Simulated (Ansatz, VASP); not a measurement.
Fe3Co in VASP and in Ansatz

File INCAR:

```
ALGO = Normal
EDIFF = 1E-6
ENCUT = 520
GGA = PS
ISIF = 2
ISMEAR = 0
ISPIN = 2
LASPH = True
LCHARG = False
LMAXMIX = 4
LORBIT = 11
LREAL = False
LWAVE = False
MAGMOM = 4 4 4 3
NBANDS = 28
NELM = 150
PREC = Accurate
SIGMA = 0.1
```

Contents of KPOINTS:

```
k-points
0
Gamma
  10 10 14
```

The input POSCAR:

```
Fe3Co
1.0
    4.1534610540      0.0000000000      0.0000000000
    0.0000000000      4.1534610540      0.0000000000
    0.0000000000      0.0000000000      2.9189838194
Fe Co
3 1
Direct
    0.5000000000      0.5000000000      0.0000000000
    0.5000000000      0.0000000000      0.5000000000
    0.0000000000      0.5000000000      0.5000000000
    0.0000000000      0.0000000000      0.0000000000
```

Input for Ansatz:

```yaml
crystal:
  lattice:
    - [4.153461054, 0.0, 0.0]
    - [0.0, 4.153461054, 0.0]
    - [0.0, 0.0, 2.9189838194]
  atoms:
    - { symbol: Fe, position: [0.5, 0.5, 0.0], spin: 4.0 }
    - { symbol: Fe, position: [0.5, 0.0, 0.5], spin: 4.0 }
    - { symbol: Fe, position: [0.0, 0.5, 0.5], spin: 4.0 }
    - { symbol: Co, position: [0.0, 0.0, 0.0], spin: 3.0 }
basis:
  ecutwfc: 420
kpoints:
  mp_grid: { grid: [10, 10, 14] }
hamiltonian:
  xc: pbesol
scf:
  occupations: { method: gaussian, width: 0.1 }
  lower_state_search: "off"
output:
  forces: true
  stress: true
  eigenvalues: true
  populations: true
magnetization:
  spin_polarized: true
```

Alike in both runs: task single point; functional PBEsol; k mesh 10 × 10 × 14; occupations gaussian, width 0.1 eV; collinear spin.

```csv
,VASP,Ansatz
version,VASP 6.6.1,Ansatz 0.2.0
potentials or method,"VASP PAW PBE potentials, release 64 (Fe, Co), cutoff 520 eV","scalar-relativistic, plane waves, PAW"
valence electrons in the cell,33,65
```

Ansatz gave:

```
gap on the k mesh at the Fermi level (eV)                     : none
pressure (GPa)                                                : -21.2
traceless stress, the component that is largest in VASP (GPa) : 0.22
net moment per atom (μB)                                      : 2.40
size of the moment on the site where the two differ most (μB) : 1.83
```

Task: Estimate VASP's values.

Result: gap on the k mesh at the Fermi level (eV): none; pressure (GPa): -21.1; traceless stress, the component that is largest in VASP (GPa): 0.22; net moment per atom (μB): 2.40; size of the moment on the site where the two differ most (μB): 1.76.

VASP's potentials were made for PBE, not for PBEsol. Site moments also hang on the region over which each program counts them. A gap of «none» marks a metal or a gap that the smearing closes. VASP's potentials hold 33 valence electrons a cell and Ansatz's 65, so a difference there can come from the potentials and not from the codes.
